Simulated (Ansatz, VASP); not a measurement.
One calculation of Ta2N, two programs

```
Ta N
1.0
     1.49494    0.86310    5.16256
    -1.49494    0.86310    5.16256
     0.00000   -1.72621    5.16256
Ta N
2 1
Direct
  0.24631 0.24631 0.24631
  0.75369 0.75369 0.75369
  0.00000 0.00000 0.00000
```

Alike in both runs: functional r2SCAN; k mesh 18 × 18 × 18; occupations gaussian, width 0.1 eV; no spin polarisation.

Ansatz relaxed the structure, and its values are those at the end. VASP's run is a single point on that final structure, the one shown.

|  | VASP | Ansatz |
| --- | --- | --- |
| version | VASP 6.6.1 | Ansatz 0.2.0 |
| potentials or method | VASP PAW PBE potentials, release 64 (Ta_pv, N), cutoff 520 eV | scalar-relativistic, plane waves, PAW |
| valence electrons in the cell | 27 | 31 |

VASP gave:

```
gap on the k mesh at the Fermi level (eV) : none
pressure (GPa)                            : 1.1
rms of the force components (eV/Å)        : 0.030
```

Q: Estimate Ansatz's values.

A: gap on the k mesh at the Fermi level (eV): none; pressure (GPa): -0.1; rms of the force components (eV/Å): 0.001.

VASP's potentials were made for PBE, not for r2SCAN. A gap of «none» marks a metal or a gap that the smearing closes. The functional is the same, so the differences come from potentials, cutoffs and numerics. VASP's potentials hold 27 valence electrons a cell and Ansatz's 31, so a difference there can come from the potentials and not from the codes.

Neither program's run includes spin-orbit coupling.
